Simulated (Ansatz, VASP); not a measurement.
Two plane-wave programs on Ge

INCAR

```
SYSTEM = Ge
PREC = Accurate
ENCUT = 520
EDIFF = 1E-6
ISMEAR = 0
SIGMA = 0.15
LREAL = .False.
LASPH = .True.
NELM = 60
ALGO = Normal
ISIF = 2
LWAVE = .False.
LCHARG = .False.
GGA = PS
NBANDS = 21
```

File KPOINTS:

```
Automatic mesh
0
Gamma
  18 18 18
  0 0 0
```

File POSCAR:

```
Ge
1.0
    0.0000000000      2.8804489372      2.8378807263
    2.8378807263      0.0000000000      2.8378807263
    2.8378807263      2.8804489372      0.0000000000
Ge
2
Direct
    0.5000000000      0.5000000000      0.5000000000
    0.7500000000      0.7500000000      0.7500000000
```

Input for Ansatz:

```yaml
crystal:
  lattice:
    - [0.0, 2.8804489372, 2.8378807263]
    - [2.8378807263, 0.0, 2.8378807263]
    - [2.8378807263, 2.8804489372, 0.0]
  atoms:
    - { symbol: Ge, position: [0.5, 0.5, 0.5] }
    - { symbol: Ge, position: [0.75, 0.75, 0.75] }
basis:
  ecutwfc: 420
kpoints:
  mp_grid: { grid: [18, 18, 18] }
hamiltonian:
  xc: pbesol
scf:
  occupations: { method: gaussian, width: 0.15 }
output:
  forces: true
  stress: true
  eigenvalues: true
```

Change from the starting cell: strain +0.0150 x Voigt [0, 1, 0, 0, 0, 0], atoms carried along.

Alike in both runs: task single point; functional PBEsol; k mesh 18 × 18 × 18; occupations gaussian, width 0.15 eV; no spin polarisation.

```csv
,VASP,Ansatz
version,VASP 6.6.1,Ansatz 0.2.0
potentials or method,"VASP PAW PBE potentials, release 64 (Ge_d), cutoff 520 eV","scalar-relativistic, plane waves, PAW"
valence electrons in the cell,28,28
```

Ansatz gave:

| Property | Result |
| --- | --- |
| gap on the k mesh at the Fermi level (eV) | none |
| pressure (GPa) | -1.0 |
| traceless stress, the component that is largest in VASP (GPa) | -0.71 |

Question: Estimate VASP's values.

Answer: gap on the k mesh at the Fermi level (eV): none; pressure (GPa): -1.4; traceless stress, the component that is largest in VASP (GPa): -0.71.

VASP's potentials were made for PBE, not for PBEsol. A gap of «none» marks a metal or a gap that the smearing closes. With one functional, cell and mesh, what is left measures potentials, basis and numerics.
